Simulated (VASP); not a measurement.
# WC (Qusongite) (P-6m2) in VASP: further runs, part 3 of 3

VASP 6.6.1. Earlier steps stand in the parts before.

### 5 Single point, r2SCAN

This run uses another cell than the first one, of 10.12 Å³/atom, 1.083 times its volume.

The input, POSCAR:

```
WC
1.0
    2.8820744755      0.0000000000      0.0000000000
   -1.4410372377      2.4959498739      0.0000000000
    0.0000000000      0.0000000000      2.8127618982
W C
1 1
Direct
    0.0000000000      0.0000000000      0.0000000000
    0.6666666667      0.3333333333      0.5000000000
```

The input, INCAR.step1:

```
PREC     = Accurate       # precision mode
ENCUT    = 520            # plane-wave cutoff, eV
ISMEAR   = -1             # smearing method
SIGMA    = 0.05           # smearing width, eV
LREAL    = False          # projectors in reciprocal space
LASPH    = True           # aspherical terms in the spheres
NELM     = 100            # most SCF steps
NBANDS   = 16             # bands
GGA      = PE             # functional
ALGO     = Normal         # electronic algorithm
EDIFF    = 1E-4           # SCF threshold, eV
LWAVE    = True           # write WAVECAR
LCHARG   = False          # write CHGCAR
```

The input, INCAR.step2:

```
PREC     = Accurate       # precision mode
ENCUT    = 520            # plane-wave cutoff, eV
EDIFF    = 1E-6           # SCF threshold, eV
ISMEAR   = -1             # smearing method
SIGMA    = 0.05           # smearing width, eV
LREAL    = False          # projectors in reciprocal space
LASPH    = True           # aspherical terms in the spheres
NELM     = 100            # most SCF steps
ALGO     = Normal         # electronic algorithm
ISIF     = 2              # what is computed and relaxed
LWAVE    = False          # write WAVECAR
LCHARG   = False          # write CHGCAR
METAGGA  = R2SCAN         # meta-GGA
LMIXTAU  = True         
NBANDS   = 16             # bands
ISTART   = 1
```

The input, KPOINTS:

```
Automatic mesh
0
Gamma
  11 11 10
```

Potentials or basis: VASP PAW PBE potentials, release 64 (W_sv, C).

Launch:

```sh
$ cat potpaw_PBE.64/W_sv/POTCAR potpaw_PBE.64/C/POTCAR > POTCAR
$ cp INCAR.step1 INCAR
$ mpirun -np 1 vasp_std > vasp.out
$ cp INCAR.step2 INCAR
$ mpirun -np 1 vasp_std > vasp.out
```

OUTCAR:

```text
PREC = Accurate
   ENCUT = 520
   EDIFF = 1E-6
   ISMEAR = -1
   LREAL = False
   LASPH = True
   NELM = 100
   ISIF = 2
   METAGGA = R2SCAN
   ISTART = 1

 ion  position               nearest neighbor table
   1  0.000  0.000  0.000-   2 2.18   2 2.18   2 2.18   2 2.18   2 2.18   2 2.18
   2  0.667  0.333  0.500-   1 2.18   1 2.18   1 2.18   1 2.18   1 2.18   1 2.18

  LATTYP: Found a hexagonal cell.
 ALAT       =     2.8820744755
 C/A-ratio  =     0.9759504559

  Lattice vectors:

 A1 = (   2.8820744755,   0.0000000000,   0.0000000000)
 A2 = (  -1.4410372377,   2.4959498739,   0.0000000000)
 A3 = (   0.0000000000,   0.0000000000,   2.8127618982)

Analysis of symmetry for initial positions (statically):
=====================================================================
 Subroutine PRICEL returns:
 Original cell was already a primitive cell.

 Routine SETGRP: Setting up the symmetry group for a
 hexagonal supercell.

 Subroutine GETGRP returns: Found 12 space group operations
 (whereof 12 operations were pure point group operations)
 out of a pool of 24 trial point group operations.

The static configuration has the point symmetry D_3h.

Analysis of symmetry for dynamics (positions and initial velocities):
=====================================================================
 Subroutine PRICEL returns:
 Original cell was already a primitive cell.

 Routine SETGRP: Setting up the symmetry group for a
 hexagonal supercell.

 Subroutine GETGRP returns: Found 12 space group operations
 (whereof 12 operations were pure point group operations)
 out of a pool of 24 trial point group operations.

[... 106 lines left out ...]
   ISIF   =      2    stress and relaxation
   ISYM   =      2    0-nonsym 1-usesym 2-fastsym
   POTIM  = 0.5000    time-step for ionic-motion
   TEBEG  =    0.0;   TEEND  =   0.0 temperature during run
   PSTRESS=    0.0 pullay stress
   NELECT =      18.0000    total number of electrons
   NUPDOWN=      -1.0000    fix difference up-down
   EMIN   =  10.00;   EMAX   =-10.00  energy-range for DOS
   EFERMI =   0.00;   METHOD = LEGACY
   ISMEAR =    -1;   SIGMA  =   0.05  broadening in eV -4-tet -1-fermi 0-gaus
   EFERMI_NEDOS =   21; number of points for ismear=-14 and -15
   IALGO  =     38    algorithm
   IMIX   =      4    mixing-type and parameters
     AMIX     =   0.40;   BMIX     =  1.00
     AMIX_MAG =   1.60;   BMIX_MAG =  1.00
  volume/ion in A,a.u.               =      10.12        68.27
  Fermi-wavevector in a.u.,A,eV,Ry     =   1.574494  2.975362 33.729266  2.479031
  Thomas-Fermi vector in A             =   2.675620
   LORBIT       =      0    0 simple, 1 ext, 2 COOP (PROOUT), +10 PAW based schemes
   METAGGA = R2SCAN    functional components
   LHFCALC =     F    Hartree Fock is set to
   AEXX    =    0.0000 exact exchange contribution
   IVDW    =     0    specifies the selected vdW correction
   LEPSILON=     F    determine dielectric tensor
   LRPA    =     F    only Hartree local field effects (RPA)
 non-spin polarized calculation
  energy-cutoff  :      520.00
  volume of cell :       20.23
 maximum number of plane-waves:       561
 NGX is ok and might be reduce to    24
   NGX = 11   NGY = 11   NGZ = 11

 number of electron      18.0000000 magnetization

 Free energy of the ion-electron system (eV)
  ---------------------------------------------------
  ext. energy  EPLUGINS =         0.00000000
  ---------------------------------------------------
  free energy    TOTEN  =       -61.58488729 eV

  energy without entropy =      -61.58327856  energy(sigma->0) =      -61.58408292

 E-fermi :  11.3672     XC(G=0): -15.1336

 val. band max:       11.2897014534   @ k =   0.4545   0.0909   0.5000
 cond. band min:      11.3679919794   @ k =   0.2727   0.2727   0.0000
 fundamental gap:      0.0782905260
 Fermi energy:        11.3671994725

 k-point     1 :       0.0000    0.0000    0.0000
  band No.  band energies     occupation
      1     -64.5655      2.00000
      2     -27.8713      2.00000
      3     -27.7529      2.00000
      4     -27.7529      2.00000
      5      -4.1138      2.00000
      6       6.6815      2.00000
[... 433 lines left out ...]
      3     -27.8924      2.00000
      4     -27.8667      2.00000
      5      -2.4676      2.00000
      6       5.7118      2.00000
[... 8 lines left out ...]
     15      25.9460      0.00000
     16      30.3219      0.00000

 [... further k-points ...]
[... 5 lines left out ...]
  --------------------------------------------------------------------------------------
  -------------------------------------------------------------------------------------
  Total        1.8263596      1.8263598      1.8798304      0.0000000     -0.0000000      0.0000000
  in kB      144.6181615    144.6181804    148.8521860      0.0000000     -0.0000000      0.0000000
  external PRESSURE =     146.0295093 kB  Pullay stress =       0.0000000 kB

 VOLUME and BASIS-vectors are now :
 -----------------------------------------------------------------------------
  energy-cutoff  :      520.00
  volume of cell :       20.23
      direct lattice vectors                 reciprocal lattice vectors
     2.882074476  0.000000000  0.000000000     0.346972297  0.200324536  0.000000000
    -1.441037238  2.495949874  0.000000000     0.000000000  0.400649072  0.000000000
     0.000000000  0.000000000  2.812761898     0.000000000  0.000000000  0.355522450

 POSITION                                       TOTAL-FORCE (eV/Angst)
 -----------------------------------------------------------------------------------
      0.00000      0.00000      0.00000        -0.000000      0.000000      0.000000
      1.44104      0.83198      1.40638         0.000000      0.000000      0.000000
 -----------------------------------------------------------------------------------
    total drift:                               -0.000000      0.000001      0.000000

  FREE ENERGIE OF THE ION-ELECTRON SYSTEM (eV)
  ---------------------------------------------------
  free  energy   TOTEN  =       -61.5848872878 eV

  energy  without entropy=      -61.5832785601  energy(sigma->0) =      -61.58408292
```

OUTCAR.step1:

```text
PREC = Accurate
   ENCUT = 520
   ISMEAR = -1
   LREAL = False
   LASPH = True
[... 678 lines left out ...]
      0.00000      0.00000      0.00000         0.000000     -0.000000      0.000000
      1.44104      0.83198      1.40638        -0.000000      0.000000      0.000000
 -----------------------------------------------------------------------------------
    total drift:                               -0.000000      0.000001      0.000000

  FREE ENERGIE OF THE ION-ELECTRON SYSTEM (eV)
  ---------------------------------------------------
  free  energy   TOTEN  =       -22.4041737579 eV

  energy  without entropy=      -22.4018780331  energy(sigma->0) =      -22.40302590
```

OSZICAR.step1:

```text
N       E                     dE             d eps       ncg     rms          rms(c)
DAV:   1     0.110971923572E+03    0.11097E+03   -0.93309E+03  3088   0.126E+03
DAV:   2    -0.223222443023E+02   -0.13329E+03   -0.12900E+03  3736   0.341E+02
DAV:   3    -0.254514242947E+02   -0.31292E+01   -0.31216E+01  3304   0.497E+01
DAV:   4    -0.254672379575E+02   -0.15814E-01   -0.15813E-01  4080   0.398E+00
DAV:   5    -0.254673535726E+02   -0.11562E-03   -0.11562E-03  3288   0.320E-01    0.341E+01
DAV:   6    -0.224761435684E+02    0.29912E+01   -0.55968E+00  3656   0.257E+01    0.935E+00
DAV:   7    -0.224313840352E+02    0.44760E-01   -0.40276E-01  3168   0.487E+00    0.655E+00
DAV:   8    -0.224055411681E+02    0.25843E-01   -0.54572E-02  3456   0.196E+00    0.113E+00
DAV:   9    -0.224042147549E+02    0.13264E-02   -0.32497E-03  3416   0.410E-01    0.113E-01
DAV:  10    -0.224041737579E+02    0.40997E-04   -0.29825E-04  3392   0.194E-01
   1 F= -.22404174E+02 E0= -.22403026E+02  d E =-.229572E-02
```

It took 2 min on 1 thread of AMD EPYC 7R43 (Zen 3), shared host; peak memory 0.13 GiB.

Results:

```
Free energy            : -61.5849 eV
Pressure               : 14.6 GPa
Band gap on the k mesh : zero (band 9 reaches 11.99 eV, above the bottom of band 10 at 10.72 eV)
```

Levels at points of the mesh, in eV from the Fermi level:
```csv
k point,band 7,band 8,band 9,band 10,band 11,band 12
"(0.00, 0.00, 0.00)",-3.63,-3.63,0.07,3.50,3.50,6.07
"(0.00, 0.00, 0.50)",-2.20,-2.20,-0.65,-0.65,3.89,4.88
```

Caveat: the PAW data sets were made with another functional, which shifts forces and pressure a little; spin-orbit coupling is left out, which moves the levels of the heavy elements.

### 6 Single point, r2SCAN

This run uses another cell than the first one, of 10.38 Å³/atom, 1.111 times its volume.

The input, POSCAR:

```
WC
1.0
    2.9065000000      0.0000000000      0.0000000000
   -1.4532500000      2.5171030000      0.0000000000
    0.0000000000      0.0000000000      2.8366000000
W C
1 1
Direct
    0.0000000000      0.0000000000      0.0000000000
    0.6666666667      0.3333333333      0.5000000000
```

The input, INCAR.step1:

```
SYSTEM = WC
ALGO = Normal ; EDIFF = 1E-4
ENCUT = 520 ; GGA = PE
ISMEAR = -1 ; LASPH = .TRUE.
LCHARG = .FALSE. ; LREAL = .FALSE.
LWAVE = .TRUE. ; NBANDS = 16
NELM = 100 ; PREC = Accurate
SIGMA = 0.05
```

The input, INCAR.step2:

```
SYSTEM = WC
ALGO = Normal ; EDIFF = 1E-6
ENCUT = 520 ; ISIF = 2
ISMEAR = -1 ; ISTART = 1
LASPH = .TRUE. ; LCHARG = .TRUE.
LELF = .TRUE. ; LMIXTAU = .TRUE.
LREAL = .FALSE. ; LVHAR = .TRUE.
LWAVE = .FALSE. ; METAGGA = R2SCAN
NBANDS = 16 ; NELM = 100
PREC = Accurate ; SIGMA = 0.05
```

The input, KPOINTS:

```
k-points
0
G
  11 11 10
  0 0 0
```

Potentials or basis: VASP PAW PBE potentials, release 64 (W_sv, C).

Launch:

```sh
$ cat potpaw_PBE.64/W_sv/POTCAR potpaw_PBE.64/C/POTCAR > POTCAR
$ cp INCAR.step1 INCAR
$ mpirun -np 1 vasp_std > vasp.out
$ cp INCAR.step2 INCAR
$ mpirun -np 1 vasp_std > vasp.out
```

Run time: 2.1 min. Hardware: 1 thread of AMD EPYC 7R43 (Zen 3), shared host; peak memory 0.13 GiB.

Results (log left out):

```
Free energy            : -61.6140 eV
Pressure               : 3.4 GPa
Band gap on the k mesh : zero (band 9 reaches 11.63 eV, above the bottom of band 10 at 10.39 eV)
```

Stress tensor (GPa, compression positive):
```
3.78 0.00 0.00
0.00 3.78 0.00
0.00 0.00 2.59
```

Levels at points of the mesh, in eV from the Fermi level:
```
           k point  band 5  band 6  band 7  band 8  band 9  band 10  band 11  band 12  band 13  band 14
(0.00, 0.00, 0.00)  -15.26   -4.51   -3.50   -3.50    0.08     3.39     3.39     5.94     5.94     6.79
(0.00, 0.00, 0.50)  -11.15   -9.03   -2.11   -2.11   -0.60    -0.60     3.80     4.82     4.82    10.55
```

Caveat: the PAW data sets were made with another functional, which shifts forces and pressure a little; spin-orbit coupling is left out, which moves the levels of the heavy elements.

### 7 Summary

| cell | gap on the mesh (eV) | pressure (GPa) |
| --- | --- | --- |
| a = 2.857, b = 2.857, c = 2.789 Å, angles 90.0, 90.0, 120.0°, 2 atoms | none | 27.4 |
| a = 2.882, b = 2.882, c = 2.813 Å, angles 90.0, 90.0, 120.0°, 2 atoms | none | 14.6 |
| a = 2.906, b = 2.907, c = 2.837 Å, angles 90.0, 90.0, 120.0°, 2 atoms | none | 3.4 |

Alike in all rows: task single point; level r2SCAN; potentials or basis VASP PAW PBE potentials, release 64 (W_sv, C); no spin polarisation; k mesh 11 × 11 × 10; cutoff (eV) 520; smearing fermi-dirac 0.05 eV.

Caveats: the PAW data sets were made with another functional, which shifts forces and pressure a little; spin-orbit coupling is left out, which moves the levels of the heavy elements.

Absolute energies hang on the potentials; compare differences alone.
